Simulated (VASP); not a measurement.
# TiAl3 (Immm) in VASP: single point with PBE

Aim: the single point of TiAl3 with PBE.

Everything below comes from runs of VASP 6.6.1. Logs are shortened: lines on timing, memory, paths and dates and some standing lists are left out, and cuts for length are marked.

### Step 1. The cell of the first run

Symmetry: Immm, No. 71, orthorhombic system. The conventional cell has a = 3.768 Å, b = 3.845 Å, c = 8.623 Å, α = 90.00°, β = 90.00°, γ = 90.00°. Within 3.5 Å of Ti (site symmetry mmm) lie 12 Al at 2.69 to 2.89 Å. Al (site symmetry mmm) has 4 Ti at 2.69 Å and 8 Al at 2.86 to 2.89 Å within 3.5 Å. Al (site symmetry mm2) has 8 Al at 2.69 to 2.89 Å and 4 Ti at 2.86 to 2.89 Å within 3.5 Å.

### Step 2. Single point, PBE (strain -0.0200 x Voigt [0, 1, 0, 0, 0, 0])

Contents of INCAR:

```
  PREC = Accurate
  ENCUT = 520
  EDIFF = 1E-7
  ISMEAR = 0
  SIGMA = 0.15
  LREAL = False
  LASPH = True
  NELM = 60
  ALGO = Fast
  ISIF = 2
  LWAVE = False
  LCHARG = True
  GGA = PE
  LELF = True
  LVHAR = True
  NBANDS = 18
```

Contents of KPOINTS:

```
regular mesh
0
Gamma
  18 18 18
```

Contents of POSCAR:

```
TiAl3
1.0
   -1.9226734292      1.8842199606      4.3114047966
    1.9226734292     -1.8842199606      4.3114047966
    1.9226734292      1.8842199606     -4.3114047966
Ti Al
1 3
Direct
    0.0000000000      0.0000000000      0.0000000000
    0.5000000000      0.5000000000      0.0000000000
    0.7500000000      0.2500000000      0.5000000000
    0.2500000000      0.7500000000      0.5000000000
```

Potentials or basis: VASP PAW PBE potentials, release 64 (Ti_sv, Al).

Command:

```
> cat potpaw_PBE.64/Ti_sv/POTCAR potpaw_PBE.64/Al/POTCAR > POTCAR
> mpirun -np 1 vasp_std > vasp.out
```

OUTCAR:

```text
PREC = Accurate
   ENCUT = 520
   EDIFF = 1E-7
   ISMEAR = 0
   LREAL = False
   LASPH = True
   NELM = 60
   ISIF = 2
   GGA = PE

 ion  position               nearest neighbor table
   1  0.000  0.000  0.000-   2 2.69   2 2.69   2 2.69   2 2.69   4 2.86   3 2.86   4 2.86   3 2.86
                             3 2.89   3 2.89   4 2.89   4 2.89
   2  0.500  0.500  0.000-   1 2.69   1 2.69   1 2.69   1 2.69   3 2.86   4 2.86   3 2.86   4 2.86
                             4 2.89   3 2.89   3 2.89   4 2.89
   3  0.750  0.250  0.500-   4 2.69   4 2.69   4 2.69   4 2.69   1 2.86   2 2.86   1 2.86   2 2.86
                             2 2.89   1 2.89   1 2.89   2 2.89
   4  0.250  0.750  0.500-   3 2.69   3 2.69   3 2.69   3 2.69   2 2.86   1 2.86   2 2.86   1 2.86
                             1 2.89   1 2.89   2 2.89   2 2.89

  LATTYP: Found a body centered orthorhombic cell.
 ALAT       =     3.7684399212
 B/A-ratio  =     1.0204081633
 C/A-ratio  =     2.2881642731

  Lattice vectors:

 A1 = (   1.9226734292,  -1.8842199606,  -4.3114047966)
 A2 = (  -1.9226734292,   1.8842199606,  -4.3114047966)
 A3 = (   1.9226734292,   1.8842199606,   4.3114047966)

Analysis of symmetry for initial positions (statically):
=====================================================================
 Subroutine PRICEL returns:
 Original cell was already a primitive cell.

 Routine SETGRP: Setting up the symmetry group for a
 body centered orthorhombic supercell.

 Subroutine GETGRP returns: Found  8 space group operations
 (whereof  8 operations were pure point group operations)
 out of a pool of  8 trial point group operations.

The static configuration has the point symmetry D_2h.

Analysis of symmetry for dynamics (positions and initial velocities):
=====================================================================
 Subroutine PRICEL returns:
 Original cell was already a primitive cell.

 Routine SETGRP: Setting up the symmetry group for a
 body centered orthorhombic supercell.

 Subroutine GETGRP returns: Found  8 space group operations
 (whereof  8 operations were pure point group operations)
 out of a pool of  8 trial point group operations.

The dynamic configuration has the point symmetry D_2h.

 Subroutine INISYM returns: Found  8 space group operations
 (whereof  8 operations are pure point group operations),
 and found     1 'primitive' translations

----------------------------------------------------------------------------------------

                                     Primitive cell

  volume of cell :      62.4764

  direct lattice vectors                    reciprocal lattice vectors
    -1.922673429  1.884219961  4.311404797     0.000000000  0.265361800  0.115971481
     1.922673429 -1.884219961  4.311404797     0.260054564  0.000000000  0.115971481
     1.922673429  1.884219961 -4.311404797     0.260054564  0.265361800  0.000000000

  length of vectors
     5.082830835  5.082830835  5.082830835     0.289596736  0.284741568  0.371544427

  position of ions in fractional coordinates (direct lattice)
     0.000000000  0.000000000  0.000000000
     0.500000000  0.500000000  0.000000000
     0.750000000  0.250000000  0.500000000
     0.250000000  0.750000000  0.500000000

  ion indices of the primitive-cell ions
   primitive index   ion index
                 1           1
                 2           2
                 3           3
                 4           4

----------------------------------------------------------------------------------------

 KPOINTS: regular mesh

Automatic generation of k-mesh.
 Grid dimensions read from file:
 generate k-points for:   18   18   18

 Generating k-lattice:

  Cartesian coordinates                     Fractional coordinates (reciprocal lattice)
     0.000000000  0.014742322  0.006442860     0.055555556 -0.000000000  0.000000000
     0.014447476  0.000000000  0.006442860    -0.000000000  0.055555556  0.000000000
     0.014447476  0.014742322  0.000000000     0.000000000  0.000000000  0.055555556

  Length of vectors
     0.016088708  0.015818976  0.020641357

  Shift w.r.t. Gamma in fractional coordinates (k-lattice)
     0.000000000  0.000000000  0.000000000

 Subroutine IBZKPT returns following result:
 ===========================================

 Found    865 irreducible k-points:

 Following reciprocal coordinates:
            Coordinates               Weight
  0.000000  0.000000  0.000000      1.000000
  0.055556  0.000000  0.000000      4.000000
  0.111111  0.000000  0.000000      4.000000
  0.166667 -0.000000  0.000000      4.000000
  0.222222 -0.000000  0.000000      4.000000
  0.277778  0.000000  0.000000      4.000000
[... 16 lines left out ...]
 -0.333333  0.055556 -0.000000      8.000000
 -0.277778  0.055556 -0.000000      8.000000
 [... further k-points ...]
   k-points           NKPTS =    865   k-points in BZ     NKDIM =    865   number of bands    NBANDS=     18
   number of dos      NEDOS =    301   number of ions     NIONS =      4
   total plane-waves  NPLWV =  64000
   dimension x,y,z NGX =    40 NGY =   40 NGZ =   40
   dimension x,y,z NGXF=    80 NGYF=   80 NGZF=   80
   ions per type =               1   3
   NGX,Y,Z   is equivalent  to a cutoff of  13.08, 13.08, 13.08 a.u.
   NGXF,Y,Z  is equivalent  to a cutoff of  26.17, 26.17, 26.17 a.u.
 SYSTEM =  unknown system
   PREC   = accura    normal or accurate (medium, high low for compatibility)
   ISTART =      0    job   : 0-new  1-cont  2-samecut
   ICHARG =      2    charge: 1-file 2-atom 10-const
   ISPIN  =      1    spin polarized calculation?
   LNONCOLLINEAR =      F non collinear calculations
   LSORBIT =      F    spin-orbit coupling
   LASPH  =      T    aspherical Exc in radial PAW
   ENCUT  =  520.0 eV  38.22 Ry    6.18 a.u.   9.45  9.45  9.45*2*pi/ulx,y,z
   NELM   =     60;   NELMIN=  2; NELMDL= -5     # of ELM steps
   EDIFF  = 0.1E-06   stopping-criterion for ELM
   LREAL  =      F    real-space projection
   EDIFFG = 0.1E-05   stopping-criterion for IOM
   NSW    =      0    number of steps for IOM
   IBRION =     -1    ionic relax: 0-MD 1-quasi-New 2-CG
   NFREE  =      0    steps in history (QN), initial steepest desc. (CG)
   ISIF   =      2    stress and relaxation
   ISYM   =      2    0-nonsym 1-usesym 2-fastsym
   POTIM  = 0.5000    time-step for ionic-motion
   TEBEG  =    0.0;   TEEND  =   0.0 temperature during run
   PSTRESS=    0.0 pullay stress
   NELECT =      21.0000    total number of electrons
   NUPDOWN=      -1.0000    fix difference up-down
   EMIN   =  10.00;   EMAX   =-10.00  energy-range for DOS
   EFERMI =   0.00;   METHOD = LEGACY
   ISMEAR =     0;   SIGMA  =   0.15  broadening in eV -4-tet -1-fermi 0-gaus
   EFERMI_NEDOS =   21; number of points for ismear=-14 and -15
   IALGO  =     68    algorithm
   IMIX   =      4    mixing-type and parameters
     AMIX     =   0.40;   BMIX     =  1.00
     AMIX_MAG =   1.60;   BMIX_MAG =  1.00
  volume/ion in A,a.u.               =      15.62       105.40
  Fermi-wavevector in a.u.,A,eV,Ry     =   1.138263  2.151005 17.628289  1.295643
  Thomas-Fermi vector in A             =   2.274968
   LORBIT       =      0    0 simple, 1 ext, 2 COOP (PROOUT), +10 PAW based schemes
   GGA     = PE    functional components
   LHFCALC =     F    Hartree Fock is set to
   AEXX    =    0.0000 exact exchange contribution
   IVDW    =     0    specifies the selected vdW correction
   LEPSILON=     F    determine dielectric tensor
   LRPA    =     F    only Hartree local field effects (RPA)
 non-spin polarized calculation
 RMM-DIIS sequential band-by-band and
 Gauss-broadening in eV      SIGMA  =   0.15
  energy-cutoff  :      520.00
  volume of cell :       62.48
 maximum number of plane-waves:      1703
 NGX is ok and might be reduce to    40
   NGX = 19   NGY = 19   NGZ = 19

 number of electron      21.0000001 magnetization

 Free energy of the ion-electron system (eV)
  ---------------------------------------------------
  ext. energy  EPLUGINS =         0.00000000
  ---------------------------------------------------
  free energy    TOTEN  =       -20.65490012 eV

  energy without entropy =      -20.63638407  energy(sigma->0) =      -20.64564209

 E-fermi :   8.3789     XC(G=0): -10.7981

 val. band max:        8.3771006349   @ k =  -0.2778  -0.4444   0.2778
 cond. band min:       8.3789099019   @ k =  -0.2778  -0.3333   0.0556
 fundamental gap:      0.0018092669
 Fermi energy:         8.3788696241

 k-point     1 :       0.0000    0.0000    0.0000
  band No.  band energies     occupation
      1     -48.0650      2.00000
      2     -24.3894      2.00000
      3     -24.3716      2.00000
      4     -24.3076      2.00000
      5      -1.7617      2.00000
      6       5.4181      2.00000
[... 10 lines left out ...]
     17      12.1339      0.00000
     18      12.2415      0.00000

 k-point     2 :       0.0556    0.0000    0.0000
  band No.  band energies     occupation
      1     -48.0650      2.00000
      2     -24.3894      2.00000
      3     -24.3726      2.00000
      4     -24.3076      2.00000
      5      -1.7222      2.00000
      6       5.1970      2.00000
[... 10 lines left out ...]
     17      12.1448      0.00000
     18      12.5202      0.00000

 k-point     3 :       0.1111    0.0000    0.0000
  band No.  band energies     occupation
      1     -48.0648      2.00000
      2     -24.3892      2.00000
      3     -24.3754      2.00000
      4     -24.3074      2.00000
      5      -1.6040      2.00000
      6       4.9145      2.00000
[... 10 lines left out ...]
     17      12.1878      0.00000
     18      13.1632      0.00000

 k-point     4 :       0.1667   -0.0000    0.0000
  band No.  band energies     occupation
      1     -48.0646      2.00000
      2     -24.3889      2.00000
      3     -24.3798      2.00000
      4     -24.3071      2.00000
      5      -1.4082      2.00000
      6       4.6387      2.00000
[... 375 lines left out ...]
      4     -24.3059      2.00000
      5       0.0580      2.00000
      6       2.7162      2.00000
[... 10 lines left out ...]
     17      13.3000      0.00000
     18      13.7595      0.00000

 k-point    23 :      -0.3333    0.0556   -0.0000
  band No.  band energies     occupation
      1     -48.0638      2.00000
      2     -24.3959      2.00000
      3     -24.3885      2.00000
      4     -24.3061      2.00000
      5      -0.4111      2.00000
      6       3.3961      2.00000
[... 10 lines left out ...]
     17      13.1426      0.00000
     18      13.4617      0.00000

 k-point    24 :      -0.2778    0.0556   -0.0000
  band No.  band energies     occupation
      1     -48.0640      2.00000
      2     -24.3906      2.00000
      3     -24.3888      2.00000
      4     -24.3064      2.00000
      5      -0.8147      2.00000
      6       4.0385      2.00000
[... 10 lines left out ...]
     17      12.6944      0.00000
     18      13.5364      0.00000

 [... further k-points ...]
[... 5 lines left out ...]
  --------------------------------------------------------------------------------------
  -------------------------------------------------------------------------------------
  Total        0.7080167      1.5502195      0.3336194      0.0000000      0.0000000      0.0000000
  in kB       18.1567516     39.7546422      8.5555110      0.0000000      0.0000000      0.0000000
  external PRESSURE =      22.1556350 kB  Pullay stress =       0.0000000 kB

 VOLUME and BASIS-vectors are now :
 -----------------------------------------------------------------------------
  energy-cutoff  :      520.00
  volume of cell :       62.48
      direct lattice vectors                 reciprocal lattice vectors
    -1.922673429  1.884219961  4.311404797     0.000000000  0.265361800  0.115971481
     1.922673429 -1.884219961  4.311404797     0.260054564  0.000000000  0.115971481
     1.922673429  1.884219961 -4.311404797     0.260054564  0.265361800  0.000000000

 POSITION                                       TOTAL-FORCE (eV/Angst)
 -----------------------------------------------------------------------------------
      0.00000      0.00000      0.00000         0.000000     -0.000000     -0.000000
      0.00000      0.00000      4.31140         0.000000     -0.000000     -0.000000
     -0.00000      1.88422      2.15570        -0.000000      0.000000     -0.010300
      1.92267      0.00000      2.15570        -0.000000     -0.000000      0.010300
 -----------------------------------------------------------------------------------
    total drift:                               -0.000000     -0.000000      0.000000

  FREE ENERGIE OF THE ION-ELECTRON SYSTEM (eV)
  ---------------------------------------------------
  free  energy   TOTEN  =       -20.6549001152 eV

  energy  without entropy=      -20.6363840682  energy(sigma->0) =      -20.64564209
```

Wall time 33 min (1 thread of Intel Xeon 6975P-C (Granite Rapids), shared host); peak memory 0.99 GiB.

Results:

| Quantity | Value |
| --- | --- |
| Free energy | -20.6549 eV |
| Pressure | 2.2 GPa |
| Largest force | 0.010 eV/Å |

Forces in eV/Å, atoms in the order of the input:
```
Ti   0.000  0.000  0.000
Al   0.000  0.000  0.000
Al   0.000  0.000 -0.010
Al   0.000  0.000  0.010
```

Caveat: the cell differs from its parent crystal (strain -0.0200 x Voigt [0, 1, 0, 0, 0, 0]).
